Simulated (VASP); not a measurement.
Input of a VASP 6.6.1 run:

File INCAR:

```
ALGO     = Normal         # electronic algorithm
EDIFF    = 1E-6           # SCF threshold, eV
ENCUT    = 500            # plane-wave cutoff, eV
GGA      = PS             # functional
GGA_COMPAT= F            
ISIF     = 2              # what is computed and relaxed
ISMEAR   = 0              # smearing method
LASPH    = T              # aspherical terms in the spheres
LCHARG   = T              # write CHGCAR
LELF     = T              # ELF
LREAL    = F              # projectors in reciprocal space
LVHAR    = T            
LWAVE    = F              # write WAVECAR
NBANDS   = 16             # bands
NELM     = 120            # most SCF steps
PREC     = Accurate       # precision mode
SIGMA    = 0.01           # smearing width, eV
```

File KPOINTS:

```
k-points
0
Gamma
  8 8 8
```

The input POSCAR:

```
AgBr
1.0
    0.0000000000      2.7772632729      2.7772632729
    2.7772632729      0.0000000000      2.7772632729
    2.7772632729      2.7772632729      0.0000000000
Ag Br
1 1
Direct
    0.0000000000      0.0000000000      0.0000000000
    0.5000000000      0.5000000000      0.5000000000
```

Potentials or basis: VASP PAW PBE potentials, release 64 (Ag, Br).

Launch:

```sh
$ cat potpaw_PBE.64/Ag/POTCAR potpaw_PBE.64/Br/POTCAR > POTCAR
$ mpirun -np 1 vasp_std > vasp.out
```

What does it give for the pressure?

4.0 GPa.

Estimate the band gap on the k mesh.

0.51 eV, indirect (least direct gap 2.83 eV).

Caveat: the PAW data sets were made with another functional, which shifts forces and pressure a little. A k mesh can miss the band edges.
